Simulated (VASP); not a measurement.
Input of a VASP 6.6.1 run:

INCAR

```
PREC     = Accurate       # precision mode
ENCUT    = 520            # plane-wave cutoff, eV
EDIFF    = 1E-6           # SCF threshold, eV
ISMEAR   = 0              # smearing method
SIGMA    = 0.05           # smearing width, eV
LREAL    = F              # projectors in reciprocal space
LASPH    = T              # aspherical terms in the spheres
NELM     = 100            # most SCF steps
ALGO     = Normal         # electronic algorithm
ISIF     = 2              # what is computed and relaxed
LWAVE    = F              # write WAVECAR
LCHARG   = F              # write CHGCAR
GGA      = PS             # functional
NBANDS   = 16             # bands
ISYM     = 0
```

Contents of KPOINTS:

```
regular mesh
0
Gamma
  9 9 8
```

File POSCAR:

```
MgS
1.0
    0.0000000000     -2.8258952279     -2.8258952279
   -2.8258952279      0.0000000000     -2.8258952279
    2.8258952279      2.8258952279     -5.6517904558
Mg S
2 2
Direct
    0.0017363556      0.0017363556     -0.0052098293
    0.4982636444      0.4982636444      0.5052098293
    0.3757842905      0.3757842905      0.8726477249
    0.8742157095      0.8742157095      0.3773522751
```

Potentials or basis: VASP PAW PBE potentials, release 64 (Mg, S).

Command:

```sh
$ cat potpaw_PBE.64/Mg/POTCAR potpaw_PBE.64/S/POTCAR > POTCAR
$ mpirun -np 1 vasp_std > vasp.out
```

(1) What does it give for the largest force?

(2) What does it give for the pressure?

(3) Predict the band gap on the k mesh.

Results:

(1) 0.376 eV/Å.

(2) -0.1 GPa.

(3) 3.27 eV.

Caveat: the cell differs from its parent crystal (atoms displaced along a vibrational mode); the PAW data sets were made with another functional, which shifts forces and pressure a little.
